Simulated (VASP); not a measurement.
Zr2TiO6, 9 atoms in the cell. It takes space group I4/mmm (No. 139, tetragonal). The conventional cell has a = 3.556 Å, b = 3.556 Å, c = 15.096 Å, α = 90.00°, β = 90.00°, γ = 90.00°. Within 2.9 Å of Zr (site symmetry 4mm) lie 8 O at 2.19 to 2.20 Å. Within 2.8 Å of Ti (site symmetry 4/mmm) lie 8 O at 2.14 Å. Within 2.9 Å of O (site symmetry -4m2) lie 4 Zr at 2.20 Å and 6 O at 2.51 to 2.57 Å. Within 2.8 Å of O (site symmetry 2mm) lie 2 Ti at 2.14 Å and 2 Zr at 2.19 Å and 6 O at 2.40 to 2.57 Å. 

```yaml
Program: VASP 6.6.1
Task: single point
Functional: PBE
Potentials_or_basis: VASP PAW PBE potentials, release 64 (Zr_sv, Ti_sv, O)
Cutoff: 600 eV
k_mesh: 6 × 6 × 6
Occupations: gaussian, width 0.1 eV
Spin: collinear spin
Starting_moments: "[0.0, 0.0, 1.0, 0.0, 0.0, 0.0, 0.0, 0.0, 0.0] μB"
Dipole_correction: no
Further_INCAR_settings: ALGO = Normal; EDIFF = 1e-06; NBANDS = 50
```

Potentials or basis: VASP PAW PBE potentials, release 64 (Zr_sv, Ti_sv, O).

Run with:

```console
$ cat potpaw_PBE.64/Zr_sv/POTCAR potpaw_PBE.64/Ti_sv/POTCAR potpaw_PBE.64/O/POTCAR > POTCAR
$ mpirun -np 1 vasp_std > vasp.out
```

Hardware: 1 thread of Intel Xeon 8259CL, on a shared host.

Problem. How long does it take, and how much memory?

Solution. Wall time 65 min on 1 thread of Intel Xeon 8259CL, with other jobs on the host, peak memory 0.86 GiB. Counts: scf iterations 17, k points 30.
